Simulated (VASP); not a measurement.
# Bi (P6_3/mmc) in VASP: further runs

Runs on Bi. Level: PBEsol. Tasks: single point, relaxation of cell and atoms.

All numbers are computed with VASP 6.6.1; they aren't measurements. Logs are shortened: lines on timing, memory, paths and dates and some standing lists are left out, and cuts for length are marked.

## Step 1: The cell of the first run

It takes space group P6_3/mmc (No. 194, hexagonal). The conventional cell has a = 3.479 Å, b = 3.479 Å, c = 5.740 Å, α = 90.00°, β = 90.00°, γ = 120.00°. Within 4.6 Å of Bi (site symmetry -6m2) lie 12 Bi at 3.48 to 3.50 Å.

## Step 2: Single point, PBEsol

File INCAR:

```
ALGO = Fast ; EDIFF = 1E-7
ENCUT = 520 ; GGA = PS
ISIF = 2 ; ISMEAR = 0
LASPH = True ; LCHARG = True
LELF = True ; LREAL = False
LVHAR = True ; LWAVE = False
NBANDS = 22 ; NELM = 100
PREC = Accurate ; SIGMA = 0.1
```

File KPOINTS:

```
k-points
0
Gamma
  18 18 10
```

File POSCAR:

```
Bi
1.0
    3.4786120979      0.0000000000      0.0000000000
   -1.7393060490      3.0125664467      0.0000000000
    0.0000000000      0.0000000000      5.7400296739
Bi
2
Direct
    0.3333333333      0.6666666667      0.2500000000
    0.6666666667      0.3333333333      0.7500000000
```

Potentials or basis: VASP PAW PBE potentials, release 64 (Bi_d).

Started as:

```sh
$ cat potpaw_PBE.64/Bi_d/POTCAR > POTCAR
$ mpirun -np 1 vasp_std > vasp.out
```

OUTCAR:

```text
EDIFF = 1E-7
   ENCUT = 520
   GGA = PS
   ISIF = 2
   ISMEAR = 0
   LASPH = True
   LREAL = False
   NELM = 100
   PREC = Accurate

 ion  position               nearest neighbor table
   1  0.333  0.667  0.250-   2 3.50   2 3.50   2 3.50   2 3.50   2 3.50   2 3.50
   2  0.667  0.333  0.750-   1 3.50   1 3.50   1 3.50   1 3.50   1 3.50   1 3.50

  LATTYP: Found a hexagonal cell.
 ALAT       =     3.4786120979
 C/A-ratio  =     1.6500919080

  Lattice vectors:

 A1 = (   3.4786120979,   0.0000000000,   0.0000000000)
 A2 = (  -1.7393060490,   3.0125664467,   0.0000000000)
 A3 = (   0.0000000000,   0.0000000000,   5.7400296739)

Analysis of symmetry for initial positions (statically):
=====================================================================
 Subroutine PRICEL returns:
 Original cell was already a primitive cell.

 Routine SETGRP: Setting up the symmetry group for a
 hexagonal supercell.

 Subroutine GETGRP returns: Found 24 space group operations
 (whereof 12 operations were pure point group operations)
 out of a pool of 24 trial point group operations.

The static configuration has the point symmetry D_3d.
 The point group associated with its full space group is D_6h.

Analysis of symmetry for dynamics (positions and initial velocities):
=====================================================================
 Subroutine PRICEL returns:
 Original cell was already a primitive cell.

 Routine SETGRP: Setting up the symmetry group for a
 hexagonal supercell.

 Subroutine GETGRP returns: Found 24 space group operations
 (whereof 12 operations were pure point group operations)
 out of a pool of 24 trial point group operations.

The dynamic configuration has the point symmetry D_3d.
 The point group associated with its full space group is D_6h.

 Subroutine INISYM returns: Found 24 space group operations
 (whereof 12 operations are pure point group operations),
 and found     1 'primitive' translations

----------------------------------------------------------------------------------------

                                     Primitive cell

  volume of cell :      60.1529

  direct lattice vectors                    reciprocal lattice vectors
     3.478612098  0.000000000  0.000000000     0.287470972  0.165971443  0.000000000
    -1.739306049  3.012566447  0.000000000     0.000000000  0.331942886  0.000000000
     0.000000000  0.000000000  5.740029674     0.000000000  0.000000000  0.174215127

  length of vectors
     3.478612098  3.478612098  5.740029674     0.331942886  0.331942886  0.174215127

  position of ions in fractional coordinates (direct lattice)
     0.333333333  0.666666667  0.250000000
     0.666666667  0.333333333  0.750000000

  ion indices of the primitive-cell ions
   primitive index   ion index
                 1           1
                 2           2

----------------------------------------------------------------------------------------

 KPOINTS: k-points

Automatic generation of k-mesh.
 Grid dimensions read from file:
 generate k-points for:   18   18   10

 Generating k-lattice:

  Cartesian coordinates                     Fractional coordinates (reciprocal lattice)
     0.015970610  0.009220636  0.000000000     0.055555556  0.000000000  0.000000000
     0.000000000  0.018441271  0.000000000     0.000000000  0.055555556  0.000000000
     0.000000000  0.000000000  0.017421513     0.000000000  0.000000000  0.100000000

  Length of vectors
     0.018441271  0.018441271  0.017421513

  Shift w.r.t. Gamma in fractional coordinates (k-lattice)
     0.000000000  0.000000000  0.000000000

 Subroutine IBZKPT returns following result:
 ===========================================

 Found    222 irreducible k-points:

 Following reciprocal coordinates:
            Coordinates               Weight
  0.000000  0.000000  0.000000      1.000000
  0.055556  0.000000  0.000000      6.000000
  0.111111  0.000000  0.000000      6.000000
  0.166667  0.000000  0.000000      6.000000
  0.222222  0.000000  0.000000      6.000000
  0.277778  0.000000  0.000000      6.000000
[... 16 lines left out ...]
  0.333333  0.111111  0.000000     12.000000
  0.388889  0.111111  0.000000     12.000000
 [... further k-points ...]
   k-points           NKPTS =    222   k-points in BZ     NKDIM =    222   number of bands    NBANDS=     22
   number of dos      NEDOS =    301   number of ions     NIONS =      2
   total plane-waves  NPLWV =  37632
   dimension x,y,z NGX =    28 NGY =   28 NGZ =   48
   dimension x,y,z NGXF=    56 NGYF=   56 NGZF=   96
   ions per type =               2
   NGX,Y,Z   is equivalent  to a cutoff of  13.38, 13.38, 13.90 a.u.
   NGXF,Y,Z  is equivalent  to a cutoff of  26.76, 26.76, 27.80 a.u.
 SYSTEM =  unknown system
   PREC   = accura    normal or accurate (medium, high low for compatibility)
   ISTART =      0    job   : 0-new  1-cont  2-samecut
   ICHARG =      2    charge: 1-file 2-atom 10-const
   ISPIN  =      1    spin polarized calculation?
   LNONCOLLINEAR =      F non collinear calculations
   LSORBIT =      F    spin-orbit coupling
   LASPH  =      T    aspherical Exc in radial PAW
   ENCUT  =  520.0 eV  38.22 Ry    6.18 a.u.   6.47  6.47 10.67*2*pi/ulx,y,z
   NELM   =    100;   NELMIN=  2; NELMDL= -5     # of ELM steps
   EDIFF  = 0.1E-06   stopping-criterion for ELM
   LREAL  =      F    real-space projection
   EDIFFG = 0.1E-05   stopping-criterion for IOM
   NSW    =      0    number of steps for IOM
   IBRION =     -1    ionic relax: 0-MD 1-quasi-New 2-CG
   NFREE  =      0    steps in history (QN), initial steepest desc. (CG)
   ISIF   =      2    stress and relaxation
   ISYM   =      2    0-nonsym 1-usesym 2-fastsym
   POTIM  = 0.5000    time-step for ionic-motion
   TEBEG  =    0.0;   TEEND  =   0.0 temperature during run
   PSTRESS=    0.0 pullay stress
   NELECT =      30.0000    total number of electrons
   NUPDOWN=      -1.0000    fix difference up-down
   EMIN   =  10.00;   EMAX   =-10.00  energy-range for DOS
   EFERMI =   0.00;   METHOD = LEGACY
   ISMEAR =     0;   SIGMA  =   0.10  broadening in eV -4-tet -1-fermi 0-gaus
   EFERMI_NEDOS =   21; number of points for ismear=-14 and -15
   IALGO  =     68    algorithm
   IMIX   =      4    mixing-type and parameters
     AMIX     =   0.40;   BMIX     =  1.00
     AMIX_MAG =   1.60;   BMIX_MAG =  1.00
  volume/ion in A,a.u.               =      30.08       202.97
  Fermi-wavevector in a.u.,A,eV,Ry     =   1.298264  2.453363 22.932473  1.685489
  Thomas-Fermi vector in A             =   2.429603
   LORBIT       =      0    0 simple, 1 ext, 2 COOP (PROOUT), +10 PAW based schemes
   GGA     = PS    functional components
   LHFCALC =     F    Hartree Fock is set to
   AEXX    =    0.0000 exact exchange contribution
   IVDW    =     0    specifies the selected vdW correction
   LEPSILON=     F    determine dielectric tensor
   LRPA    =     F    only Hartree local field effects (RPA)
 non-spin polarized calculation
 RMM-DIIS sequential band-by-band and
 Gauss-broadening in eV      SIGMA  =   0.10
  energy-cutoff  :      520.00
  volume of cell :       60.15
 maximum number of plane-waves:      1659
 NGX is ok and might be reduce to    28
   NGX = 13   NGY = 13   NGZ = 21

 number of electron      29.9999999 magnetization

 Free energy of the ion-electron system (eV)
  ---------------------------------------------------
  ext. energy  EPLUGINS =         0.00000000
  ---------------------------------------------------
  free energy    TOTEN  =        -8.41793958 eV

  energy without entropy =       -8.41212342  energy(sigma->0) =       -8.41503150

 E-fermi :   8.2646     XC(G=0): -10.6038

 val. band max:        8.2588318565   @ k =   0.3889   0.1111   0.5000
 cond. band min:       8.2913323445   @ k =   0.1111   0.1111   0.1000
 fundamental gap:      0.0325004879
 Fermi energy:         8.2645519805

 k-point     1 :       0.0000    0.0000    0.0000
  band No.  band energies     occupation
      1     -14.7794      2.00000
      2     -14.7699      2.00000
      3     -14.7536      2.00000
      4     -14.7536      2.00000
      5     -14.7439      2.00000
      6     -14.7439      2.00000
[... 14 lines left out ...]
     21      18.1223      0.00000
     22      18.9723      0.00000

 k-point     2 :       0.0556    0.0000    0.0000
  band No.  band energies     occupation
      1     -14.7788      2.00000
      2     -14.7692      2.00000
      3     -14.7520      2.00000
      4     -14.7491      2.00000
      5     -14.7424      2.00000
      6     -14.7394      2.00000
[... 14 lines left out ...]
     21      18.0460      0.00000
     22      18.5343      0.00000

 k-point     3 :       0.1111    0.0000    0.0000
  band No.  band energies     occupation
      1     -14.7817      2.00000
      2     -14.7655      2.00000
      3     -14.7479      2.00000
      4     -14.7361      2.00000
      5     -14.7350      2.00000
      6     -14.7265      2.00000
[... 14 lines left out ...]
     21      17.7918      0.00000
     22      18.2416      0.00000

 k-point     4 :       0.1667    0.0000    0.0000
  band No.  band energies     occupation
      1     -14.7910      2.00000
      2     -14.7551      2.00000
      3     -14.7477      2.00000
      4     -14.7331      2.00000
      5     -14.7291      2.00000
      6     -14.7172      2.00000
[... 14 lines left out ...]
     21      17.6693      0.00000
     22      18.3196      0.00000

 k-point     5 :       0.2222    0.0000    0.0000
  band No.  band energies     occupation
      1     -14.8030      2.00000
      2     -14.7510      2.00000
      3     -14.7441      2.00000
      4     -14.7398      2.00000
      5     -14.7363      2.00000
      6     -14.6943      2.00000
[... 14 lines left out ...]
     21      17.4287      0.00000
     22      18.0214      0.00000

 k-point     6 :       0.2778    0.0000    0.0000
  band No.  band energies     occupation
      1     -14.8154      2.00000
      2     -14.7564      2.00000
      3     -14.7548      2.00000
      4     -14.7437      2.00000
      5     -14.7237      2.00000
      6     -14.6701      2.00000
[... 14 lines left out ...]
     21      17.1367      0.00000
     22      18.0399      0.00000

 k-point     7 :       0.3333    0.0000    0.0000
  band No.  band energies     occupation
      1     -14.8268      2.00000
      2     -14.7684      2.00000
      3     -14.7591      2.00000
      4     -14.7504      2.00000
      5     -14.7082      2.00000
      6     -14.6794      2.00000
[... 324 lines left out ...]
      6     -14.7127      2.00000
[... 14 lines left out ...]
     21      17.3439      0.00000
     22      17.4378      0.00000

 k-point    21 :       0.2222    0.1111    0.0000
  band No.  band energies     occupation
      1     -14.7978      2.00000
      2     -14.7613      2.00000
      3     -14.7519      2.00000
      4     -14.7448      2.00000
      5     -14.7274      2.00000
      6     -14.6900      2.00000
[... 14 lines left out ...]
     21      17.7270      0.00000
     22      18.1295      0.00000

 k-point    22 :       0.2778    0.1111    0.0000
  band No.  band energies     occupation
      1     -14.8082      2.00000
      2     -14.7742      2.00000
      3     -14.7487      2.00000
      4     -14.7472      2.00000
      5     -14.7164      2.00000
      6     -14.6801      2.00000
[... 14 lines left out ...]
     21      18.1856      0.00000
     22      18.3494      0.00000

 k-point    23 :       0.3333    0.1111    0.0000
  band No.  band energies     occupation
      1     -14.8165      2.00000
      2     -14.7851      2.00000
      3     -14.7511      2.00000
      4     -14.7474      2.00000
      5     -14.7019      2.00000
      6     -14.6894      2.00000
[... 14 lines left out ...]
     21      18.2809      0.00000
     22      18.7460      0.00000

 k-point    24 :       0.3889    0.1111    0.0000
  band No.  band energies     occupation
      1     -14.8219      2.00000
      2     -14.7923      2.00000
      3     -14.7522      2.00000
      4     -14.7484      2.00000
      5     -14.6958      2.00000
      6     -14.6908      2.00000
[... 14 lines left out ...]
     21      18.2044      0.00000
     22      19.2640      0.00000

 [... further k-points ...]
[... 5 lines left out ...]
  --------------------------------------------------------------------------------------
  -------------------------------------------------------------------------------------
  Total       -0.0316418     -0.0316418     -0.0309216      0.0000000      0.0000000      0.0000000
  in kB       -0.8427812     -0.8427812     -0.8235987      0.0000000      0.0000000      0.0000000
  external PRESSURE =      -0.8363870 kB  Pullay stress =       0.0000000 kB

 VOLUME and BASIS-vectors are now :
 -----------------------------------------------------------------------------
  energy-cutoff  :      520.00
  volume of cell :       60.15
      direct lattice vectors                 reciprocal lattice vectors
     3.478612098  0.000000000  0.000000000     0.287470972  0.165971443  0.000000000
    -1.739306049  3.012566447  0.000000000     0.000000000  0.331942886  0.000000000
     0.000000000  0.000000000  5.740029674     0.000000000  0.000000000  0.174215127

 POSITION                                       TOTAL-FORCE (eV/Angst)
 -----------------------------------------------------------------------------------
     -0.00000      2.00838      1.43501        -0.000000      0.000000      0.000000
      1.73931      1.00419      4.30502         0.000000     -0.000000      0.000000
 -----------------------------------------------------------------------------------
    total drift:                               -0.000000      0.000000     -0.000000

  FREE ENERGIE OF THE ION-ELECTRON SYSTEM (eV)
  ---------------------------------------------------
  free  energy   TOTEN  =        -8.4179395831 eV

  energy  without entropy=       -8.4121234206  energy(sigma->0) =       -8.41503150
```

Run time: 7.6 min. Hardware: 1 thread of Intel Xeon Platinum 8259CL at 2.50GHz (Skylake/Cascade Lake), shared host; peak memory 0.35 GiB.

Results:

| Property | Result |
| --- | --- |
| Free energy | -8.4179 eV |
| Pressure | -0.1 GPa |
| Band gap on the k mesh | zero (band 15 reaches 12.62 eV, above the bottom of band 16 at 5.32 eV) |

Caveat: the PAW data sets were made with another functional, which shifts forces and pressure a little; spin-orbit coupling is left out, which moves the levels of the heavy elements.

## Step 3: Relaxation of cell and atoms, PBEsol

This run uses another cell than the first one, of 29.81 Å³/atom, 0.991 times its volume.

File INCAR:

```
PREC = Accurate
ENCUT = 600
EDIFF = 1E-6
ISMEAR = 0
SIGMA = 0.1
LREAL = False
LASPH = True
NELM = 100
ALGO = Fast
ISIF = 3
LWAVE = False
LCHARG = False
GGA = PS
IBRION = 2
NSW = 100
EDIFFG = -0.01
```

File KPOINTS:

```
Automatic mesh
0
Gamma
  18 18 10
```

File POSCAR:

```
Bi
1.0
    3.4465950286      0.0000000000      0.0000000000
   -1.7232975143      2.9848388513      0.0000000000
    0.0000000000      0.0000000000      5.7947952774
Bi
2
Direct
    0.3333333333      0.6666666667      0.2500000000
    0.6666666667      0.3333333333      0.7500000000
```

Potentials or basis: VASP PAW PBE potentials, release 64 (Bi_d).

Started as:

```sh
$ cat potpaw_PBE.64/Bi_d/POTCAR > POTCAR
$ mpirun -np 1 vasp_std > vasp.out
```

Wall time 10 min (1 thread of AMD EPYC 9R45 (Zen 5), shared host); peak memory 0.35 GiB.

It converged, with:

```
Free energy                            : -8.4183 eV
Relaxed volume                         : 30.02 Å³/atom
Relaxed cell                           : a = 3.476 Å, b = 3.476 Å, c = 5.736 Å, α = 90.00°, β = 90.00°, γ = 120.00°
Space group after relaxing (to 0.05 Å) : P6_3/mmc (No. 194)
Energy gained by relaxing              : 1.4 meV/atom
Ionic steps                            : 7
Pressure after relaxing                : 0.0 GPa
Band gap on the k mesh                 : zero (band 15 reaches 12.65 eV, above the bottom of band 16 at 5.34 eV)
```

Step by step:
```tsv
step	energy change (eV)	largest force (eV/Å)	pressure (GPa)	volume (Å³)
1	0.0000	0.0000	0.63	59.61
2	-0.0015	0.0000	-0.42	60.63
3	-0.0018	0.0000	-0.13	60.34
4	-0.0025	0.0000	-0.12	60.29
5	-0.0029	0.0000	-0.09	60.22
6	-0.0029	0.0000	-0.09	60.21
7	-0.0029	0.0000	-0.02	60.03
```

Final structure:
```
CELL_PARAMETERS angstrom
3.47628 0.00000 0.00000
-1.73814 3.01055 0.00000
0.00000 0.00000 5.73623
ATOMIC_POSITIONS crystal
Bi 0.33333 0.66667 0.25000
Bi 0.66667 0.33333 0.75000
```

Levels at points of the mesh, in eV from the Fermi level:
```csv
k point,band 11,band 12,band 13,band 14,band 15,band 16,band 17,band 18,band 19
"(0.00, 0.00, 0.00)",-13.88,-10.90,-5.55,3.60,3.60,5.11,5.20,5.20,7.26
"(0.50, 0.00, 0.00)",-10.90,-9.82,-4.62,-3.18,-2.06,0.16,0.43,3.51,4.88
"(0.00, 0.00, 0.50)",-12.80,-12.80,-1.21,-1.21,4.36,4.36,4.36,4.36,8.14
"(0.50, 0.00, 0.50)",-10.29,-10.29,-5.06,-5.06,1.52,1.52,1.64,1.64,5.61
```

Caveat: the PAW data sets were made with another functional, which shifts forces and pressure a little; spin-orbit coupling is left out, which moves the levels of the heavy elements.
